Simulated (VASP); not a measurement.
# CaIr2S4 (Fd-3m) in VASP: a series of runs, part 2 of 2

VASP 6.6.1. The steps go on from the part before.

## Step 4: Single point, PBE (19.42 Å³/atom)

This run uses another cell than the first one, of 19.42 Å³/atom.

INCAR reads:

```
ALGO = Normal
EDIFF = 1E-6
ENCUT = 500
GGA = PE
GGA_COMPAT = False
ISIF = 2
ISMEAR = 0
LASPH = True
LCHARG = False
LREAL = False
LWAVE = False
NBANDS = 65
NELM = 120
PREC = Accurate
SIGMA = 0.02
```

KPOINTS reads:

```
k-points
0
Gamma
  6 6 6
```

POSCAR reads:

```
CaIr2S4
1.0
    0.0000000000      5.1414381081      5.1414381081
    5.1414381081      0.0000000000      5.1414381081
    5.1414381081      5.1414381081      0.0000000000
Ca Ir S
2 4 8
Direct
    0.2500000000      0.2500000000      0.2500000000
    0.0000000000      0.0000000000      0.0000000000
    0.1250000000      0.6250000000      0.6250000000
    0.6250000000      0.6250000000      0.1250000000
    0.6250000000      0.6250000000      0.6250000000
    0.6250000000      0.1250000000      0.6250000000
    0.3961402555      0.3961402555      0.3961402555
    0.8538597445      0.4384207665      0.8538597445
    0.3961402555      0.3961402555      0.8115792335
    0.8538597445      0.8538597445      0.8538597445
    0.4384207665      0.8538597445      0.8538597445
    0.8538597445      0.8538597445      0.4384207665
    0.3961402555      0.8115792335      0.3961402555
    0.8115792335      0.3961402555      0.3961402555
```

Started as:

```bash
$ cat potpaw_PBE.64/Ca_sv/POTCAR potpaw_PBE.64/Ir/POTCAR potpaw_PBE.64/S/POTCAR > POTCAR
$ mpirun -np 1 vasp_std > vasp.out
```

It took 22 min on 1 thread of Intel Xeon 8259CL, shared host; peak memory 0.53 GiB.

The run converged. Its results:

| Item | Value |
| --- | --- |
| Free energy | -82.4169 eV |
| Pressure | 7.5 GPa |
| Largest force | 0.013 eV/Å |
| Band gap on the k mesh | 1.36 eV |

Forces in eV/Å, atoms in the order of the input:
```
Ca   0.000  0.000  0.000
Ca   0.000  0.000  0.000
Ir   0.000  0.000  0.000
Ir   0.000  0.000  0.000
Ir   0.000  0.000  0.000
Ir   0.000  0.000  0.000
S   -0.007 -0.007 -0.007
S   -0.007  0.007 -0.007
S    0.007  0.007 -0.007
S    0.007  0.007  0.007
S    0.007 -0.007 -0.007
S   -0.007 -0.007  0.007
S    0.007 -0.007  0.007
S   -0.007  0.007  0.007
```

Levels at points of the mesh, in eV from the valence-band top:
```csv
k point,band 50,band 51,band 52,band 53,band 54,band 55
"(0.00, 0.00, 0.00)",-1.00,-1.00,-0.81,2.36,2.36,2.36
"(0.50, 0.00, 0.00)",-0.42,-0.42,-0.08,1.91,1.91,2.10
"(0.50, 0.50, 0.00)",-0.30,0.00,0.00,1.36,1.36,1.49
```

Caveat: the cell stands under pressure; spin-orbit coupling is left out, which moves the levels of the heavy elements.

## Step 5: Single point, PBE (18.18 Å³/atom)

This run uses another cell than the first one, of 18.18 Å³/atom.

INCAR reads:

```
  PREC = Accurate
  ENCUT = 520
  EDIFF = 1E-7
  ISMEAR = 0
  SIGMA = 0.02
  LREAL = False
  LASPH = True
  NELM = 100
  ALGO = Normal
  ISIF = 2
  LWAVE = False
  LCHARG = False
  GGA = PE
  NBANDS = 65
```

KPOINTS reads:

```
Automatic mesh
0
Gamma
  6 6 6
```

POSCAR reads:

```
CaIr2S4
1.0
    0.0000000000      5.0296320917      5.0296320917
    5.0296320917      0.0000000000      5.0296320917
    5.0296320917      5.0296320917      0.0000000000
Ca Ir S
2 4 8
Direct
    0.2500000000      0.2500000000      0.2500000000
    0.0000000000      0.0000000000      0.0000000000
    0.1250000000      0.6250000000      0.6250000000
    0.6250000000      0.6250000000      0.1250000000
    0.6250000000      0.6250000000      0.6250000000
    0.6250000000      0.1250000000      0.6250000000
    0.3947122006      0.3947122006      0.3947122006
    0.8552877994      0.4341366018      0.8552877994
    0.3947122006      0.3947122006      0.8158633982
    0.8552877994      0.8552877994      0.8552877994
    0.4341366018      0.8552877994      0.8552877994
    0.8552877994      0.8552877994      0.4341366018
    0.3947122006      0.8158633982      0.3947122006
    0.8158633982      0.3947122006      0.3947122006
```

Started as:

```bash
$ cat potpaw_PBE.64/Ca_sv/POTCAR potpaw_PBE.64/Ir/POTCAR potpaw_PBE.64/S/POTCAR > POTCAR
$ mpirun -np 1 vasp_std > vasp.out
```

Wall time 5.6 min (1 thread of Intel Xeon Platinum 8488C (Sapphire Rapids), shared host); peak memory 0.5 GiB.

Results (log left out):

| Quantity | Value |
| --- | --- |
| Free energy | -81.0810 eV |
| Pressure | 17.7 GPa |
| Largest force | 0.018 eV/Å |
| Band gap on the k mesh | 1.39 eV |

Forces in eV/Å, atoms in the order of the input:
```
Ca   0.000  0.000  0.000
Ca   0.000  0.000  0.000
Ir   0.000  0.000  0.000
Ir   0.000  0.000  0.000
Ir   0.000  0.000  0.000
Ir   0.000  0.000  0.000
S   -0.011 -0.011 -0.011
S   -0.011  0.011 -0.011
S    0.011  0.011 -0.011
S    0.011  0.011  0.011
S    0.011 -0.011 -0.011
S   -0.011 -0.011  0.011
S    0.011 -0.011  0.011
S   -0.011  0.011  0.011
```

Levels at points of the mesh, in eV from the valence-band top:
```
           k point  band 48  band 49  band 50  band 51  band 52  band 53  band 54  band 55  band 56  band 57
(0.00, 0.00, 0.00)    -1.22    -1.13    -1.13    -1.13    -0.96     2.31     2.31     2.31     2.76     2.76
(0.50, 0.00, 0.00)    -0.62    -0.62    -0.51    -0.51    -0.08     1.91     1.91     2.14     2.14     2.74
(0.50, 0.50, 0.00)    -0.43    -0.37    -0.37     0.00     0.00     1.39     1.39     1.40     1.40     2.71
```

Caveat: the cell stands under pressure; spin-orbit coupling is left out, which moves the levels of the heavy elements.

## Step 6: Single point, PBE

INCAR reads:

```
PREC = Accurate ; ENCUT = 520
EDIFF = 1E-7 ; ISMEAR = 0
SIGMA = 0.02 ; LREAL = F
LASPH = T ; NELM = 80
ALGO = Normal ; ISIF = 2
LWAVE = F ; LCHARG = T
GGA = PE ; LELF = T
LVHAR = T ; NBANDS = 65
```

KPOINTS reads:

```
regular mesh
0
Gamma
  6 6 6
```

POSCAR reads:

```
CaIr2S4
1.0
    0.0000000000      5.2485820923      5.2485820923
    5.2485820923      0.0000000000      5.2485820923
    5.2485820923      5.2485820923      0.0000000000
Ca Ir S
2 4 8
Direct
    0.2500000000      0.2500000000      0.2500000000
    0.0000000000      0.0000000000      0.0000000000
    0.1250000000      0.6250000000      0.6250000000
    0.6250000000      0.6250000000      0.1250000000
    0.6250000000      0.6250000000      0.6250000000
    0.6250000000      0.1250000000      0.6250000000
    0.3974826555      0.3974826555      0.3974826555
    0.8525173445      0.4424479665      0.8525173445
    0.3974826555      0.3974826555      0.8075520335
    0.8525173445      0.8525173445      0.8525173445
    0.4424479665      0.8525173445      0.8525173445
    0.8525173445      0.8525173445      0.4424479665
    0.3974826555      0.8075520335      0.3974826555
    0.8075520335      0.3974826555      0.3974826555
```

Potentials or basis: VASP PAW PBE potentials, release 64 (Ca_sv, Ir, S).

Started as:

```bash
$ cat potpaw_PBE.64/Ca_sv/POTCAR potpaw_PBE.64/Ir/POTCAR potpaw_PBE.64/S/POTCAR > POTCAR
$ mpirun -np 1 vasp_std > vasp.out
```

OUTCAR:

```text
PREC = Accurate
   ENCUT = 520
   EDIFF = 1E-7
   ISMEAR = 0
   LREAL = F
   LASPH = T
   NELM = 80
   ISIF = 2
   GGA = PE

 ion  position               nearest neighbor table
   1  0.250  0.250  0.250-   7 2.68   9 2.68  13 2.68  14 2.68
   2  0.000  0.000  0.000-   8 2.68  10 2.68  11 2.68  12 2.68
   3  0.125  0.625  0.625-   8 2.41  13 2.41   9 2.41  10 2.41  12 2.41   7 2.41
   4  0.625  0.625  0.125-   7 2.41  10 2.41   8 2.41  11 2.41  13 2.41  14 2.41
   5  0.625  0.625  0.625-   9 2.41  12 2.41  11 2.41   8 2.41  13 2.41  14 2.41
   6  0.625  0.125  0.625-  11 2.41  14 2.41  10 2.41   7 2.41  12 2.41   9 2.41
   7  0.397  0.397  0.397-   4 2.41   3 2.41   6 2.41   1 2.68
   8  0.853  0.442  0.853-   3 2.41   4 2.41   5 2.41   2 2.68
   9  0.397  0.397  0.808-   5 2.41   3 2.41   6 2.41   1 2.68
  10  0.853  0.853  0.853-   4 2.41   3 2.41   6 2.41   2 2.68
  11  0.442  0.853  0.853-   6 2.41   5 2.41   4 2.41   2 2.68
  12  0.853  0.853  0.442-   5 2.41   3 2.41   6 2.41   2 2.68
  13  0.397  0.808  0.397-   3 2.41   4 2.41   5 2.41   1 2.68
  14  0.808  0.397  0.397-   6 2.41   5 2.41   4 2.41   1 2.68

  LATTYP: Found a face centered cubic cell.
 ALAT       =    10.4971641846

  Lattice vectors:

 A1 = (   0.0000000000,   5.2485820923,   5.2485820923)
 A2 = (   5.2485820923,   0.0000000000,   5.2485820923)
 A3 = (   5.2485820923,   5.2485820923,   0.0000000000)

Analysis of symmetry for initial positions (statically):
=====================================================================
 Subroutine PRICEL returns:
 Original cell was already a primitive cell.

 Routine SETGRP: Setting up the symmetry group for a
 face centered cubic supercell.

 Subroutine GETGRP returns: Found 48 space group operations
 (whereof 24 operations were pure point group operations)
 out of a pool of 48 trial point group operations.

The static configuration has the point symmetry T_d .
 The point group associated with its full space group is O_h .
[... 161 lines left out ...]
 Gauss-broadening in eV      SIGMA  =   0.02
  energy-cutoff  :      520.00
  volume of cell :      289.17
 maximum number of plane-waves:      7828
   NGX = 27   NGY = 27   NGZ = 27

 number of electron     103.9999990 magnetization

 Free energy of the ion-electron system (eV)
  ---------------------------------------------------
  ext. energy  EPLUGINS =         0.00000000
  ---------------------------------------------------
  free energy    TOTEN  =       -82.81626035 eV

  energy without entropy =      -82.81626035  energy(sigma->0) =      -82.81626035

 E-fermi :   4.9515     XC(G=0):  -9.8631

 val. band max:        4.7728462640   @ k =   0.5000   0.5000   0.0000
 cond. band min:       6.0909433251   @ k =   0.5000   0.5000   0.0000
 fundamental gap:      1.3180970611
 Fermi energy:         4.9514881411

 k-point     1 :       0.0000    0.0000    0.0000
  band No.  band energies     occupation
      1     -35.6368      2.00000
      2     -35.6358      2.00000
      3     -16.7182      2.00000
      4     -16.7182      2.00000
      5     -16.7182      2.00000
      6     -16.7113      2.00000
[... 1061 lines left out ...]
     63       9.2487      0.00000
     64       9.2532      0.00000
 [bands above 64 left out]

------------------------ aborting loop because EDIFF is reached ----------------------------------------

  FORCE on cell =-STRESS in cart. coord.  units (eV):
  Direction    XX          YY          ZZ          XY          YZ          ZX
  --------------------------------------------------------------------------------------
  -------------------------------------------------------------------------------------
  Total        0.3088644      0.3088644      0.3088644      0.0000000      0.0000000      0.0000000
  in kB        1.7112854      1.7112854      1.7112854      0.0000000      0.0000000      0.0000000
  external PRESSURE =       1.7112854 kB  Pullay stress =       0.0000000 kB

 VOLUME and BASIS-vectors are now :
 -----------------------------------------------------------------------------
  energy-cutoff  :      520.00
  volume of cell :      289.17
      direct lattice vectors                 reciprocal lattice vectors
     0.000000000  5.248582092  5.248582092    -0.095263824  0.095263824  0.095263824
     5.248582092  0.000000000  5.248582092     0.095263824 -0.095263824  0.095263824
     5.248582092  5.248582092  0.000000000     0.095263824  0.095263824 -0.095263824

 POSITION                                       TOTAL-FORCE (eV/Angst)
 -----------------------------------------------------------------------------------
      2.62429      2.62429      2.62429         0.000000      0.000000      0.000000
      0.00000      0.00000      0.00000         0.000000      0.000000      0.000000
      6.56073      3.93644      3.93644         0.000000      0.000000      0.000000
      3.93644      3.93644      6.56073         0.000000      0.000000      0.000000
      6.56073      6.56073      6.56073         0.000000      0.000000      0.000000
      3.93644      6.56073      3.93644         0.000000      0.000000      0.000000
      4.17244      4.17244      4.17244        -0.004869     -0.004869     -0.004869
      6.79673      8.94901      6.79673        -0.004869      0.004869     -0.004869
      6.32472      6.32472      4.17244         0.004869      0.004869     -0.004869
      8.94901      8.94901      8.94901         0.004869      0.004869      0.004869
      8.94901      6.79673      6.79673         0.004869     -0.004869     -0.004869
      6.79673      6.79673      8.94901        -0.004869     -0.004869      0.004869
      6.32472      4.17244      6.32472         0.004869     -0.004869      0.004869
      4.17244      6.32472      6.32472        -0.004869      0.004869      0.004869
 -----------------------------------------------------------------------------------
    total drift:                               -0.000000      0.000000      0.000000

  FREE ENERGIE OF THE ION-ELECTRON SYSTEM (eV)
  ---------------------------------------------------
  free  energy   TOTEN  =       -82.8162603530 eV

  energy  without entropy=      -82.8162603530  energy(sigma->0) =      -82.81626035
```

OSZICAR:

```text
N       E                     dE             d eps       ncg     rms          rms(c)
DAV:   1     0.970602944224E+03    0.97060E+03   -0.45920E+04  2080   0.148E+03
DAV:   2     0.427224455354E+02   -0.92788E+03   -0.88834E+03  2087   0.402E+02
DAV:   3    -0.798399731462E+02   -0.12256E+03   -0.11810E+03  3216   0.128E+02
DAV:   4    -0.864164929300E+02   -0.65765E+01   -0.65172E+01  2896   0.313E+01
DAV:   5    -0.869138631375E+02   -0.49737E+00   -0.49673E+00  3920   0.679E+00    0.340E+01
DAV:   6    -0.834974764816E+02    0.34164E+01   -0.25091E+01  3056   0.270E+01    0.170E+01
DAV:   7    -0.828743921425E+02    0.62308E+00   -0.57688E+00  3096   0.157E+01    0.107E+01
DAV:   8    -0.828164613330E+02    0.57931E-01   -0.50014E-01  2648   0.356E+00    0.164E+00
DAV:   9    -0.828041271255E+02    0.12334E-01   -0.13428E-01  3176   0.207E+00    0.470E-01
DAV:  10    -0.828131773977E+02   -0.90503E-02   -0.16052E-02  2536   0.474E-01    0.261E-01
DAV:  11    -0.828159095491E+02   -0.27322E-02   -0.36919E-03  2984   0.276E-01    0.781E-02
DAV:  12    -0.828162027292E+02   -0.29318E-03   -0.88642E-04  2848   0.173E-01    0.406E-02
DAV:  13    -0.828162575268E+02   -0.54798E-04   -0.15417E-04  2552   0.526E-02    0.136E-02
DAV:  14    -0.828162594530E+02   -0.19262E-05   -0.24602E-05  3296   0.194E-02    0.526E-03
DAV:  15    -0.828162603695E+02   -0.91657E-06   -0.25109E-06  2736   0.662E-03    0.297E-03
DAV:  16    -0.828162605326E+02   -0.16302E-06   -0.31617E-07  2176   0.343E-03    0.992E-04
DAV:  17    -0.828162603772E+02    0.15532E-06   -0.68879E-08  1608   0.147E-03    0.118E-03
DAV:  18    -0.828162603530E+02    0.24253E-07   -0.22158E-08  1472   0.773E-04
   1 F= -.82816260E+02 E0= -.82816260E+02  d E =-.703294E-38
```

Wall time 6.1 min (1 thread of Intel Xeon Platinum 8488C (Sapphire Rapids), shared host); peak memory 0.56 GiB.

Results:

```yaml
Free_energy: -82.8163 eV
Pressure: 0.2 GPa
Largest_force: 0.008 eV/Å
Band_gap_on_the_k_mesh: 1.32 eV
```

Forces in eV/Å, atoms in the order of the input:
```
Ca   0.000  0.000  0.000
Ca   0.000  0.000  0.000
Ir   0.000  0.000  0.000
Ir   0.000  0.000  0.000
Ir   0.000  0.000  0.000
Ir   0.000  0.000  0.000
S   -0.005 -0.005 -0.005
S   -0.005  0.005 -0.005
S    0.005  0.005 -0.005
S    0.005  0.005  0.005
S    0.005 -0.005 -0.005
S   -0.005 -0.005  0.005
S    0.005 -0.005  0.005
S   -0.005  0.005  0.005
```

Caveat: spin-orbit coupling is left out, which moves the levels of the heavy elements.

## Step 7: The runs side by side

```csv
cell,cutoff (eV),gap on the mesh (eV),pressure (GPa),largest force (eV/Å)
"a = 7.423 Å, angles 60.0°, 14 atoms, atomic positions A",500,1.32,0.2,0.01
"a = 7.496 Å, angles 60.0°, 14 atoms, atomic positions B",500,1.30,-2.7,0.01
"a = 7.271 Å, angles 60.0°, 14 atoms, atomic positions C",500,1.36,7.5,0.01
"a = 7.113 Å, angles 60.0°, 14 atoms, atomic positions D",520,1.39,17.7,0.02
"a = 7.423 Å, angles 60.0°, 14 atoms, atomic positions A",520,1.32,0.2,0.01
```

Alike in all rows: task single point; level PBE; potentials or basis VASP PAW PBE potentials, release 64 (Ca_sv, Ir, S); no spin polarisation; k mesh 6 × 6 × 6; smearing gaussian 0.02 eV.

Caveats: spin-orbit coupling is left out, which moves the levels of the heavy elements; the cell stands under pressure (at least some runs).

Total energies depend on the potentials used, so only differences within one code and one set of settings carry meaning.
